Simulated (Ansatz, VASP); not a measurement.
## LaAgS2 in VASP and in Ansatz

```
Ag La S
1.0
     2.13004    1.22978    5.92924
    -2.13004    1.22978    5.92924
     0.00000   -2.45955    5.92924
Ag La S
1 1 2
Cartesian
  2.1300 1.2298 5.9292
  0.0000 0.0000 8.8939
  0.0000 0.0000 4.4789
  0.0000 0.0000 13.3088
```

Alike in both runs: task single point; functional PBE; k mesh 8 × 8 × 8; occupations fermi-dirac, width 0.02 eV; no spin polarisation.

|  | VASP | Ansatz |
| --- | --- | --- |
| version | VASP 6.6.1 | Ansatz 0.2.0 |
| potentials or method | VASP PAW PBE potentials, release 64 (Ag, La, S) | plane waves, PAW |
| plane-wave cutoff (eV) | 520 | 420 |
| valence electrons in the cell | 34 | 42 |

```tsv
	VASP	Ansatz	Ansatz less VASP
gap on the k mesh at the Fermi level (eV)	2.26	2.25	-0.014
pressure (GPa)	0.1	0.2	+0.13
traceless stress, the component that is largest in VASP (GPa)	-0.14	-0.17	-0.036
rms of the force components (eV/Å)	0.016	0.014	-0.0017
```

Atom by atom the forces differ by 0.002 eV/Å (rms over components). VASP's potentials hold 34 valence electrons a cell and Ansatz's 42, so a difference there can come from the potentials and not from the codes.

Neither program's run includes spin-orbit coupling.
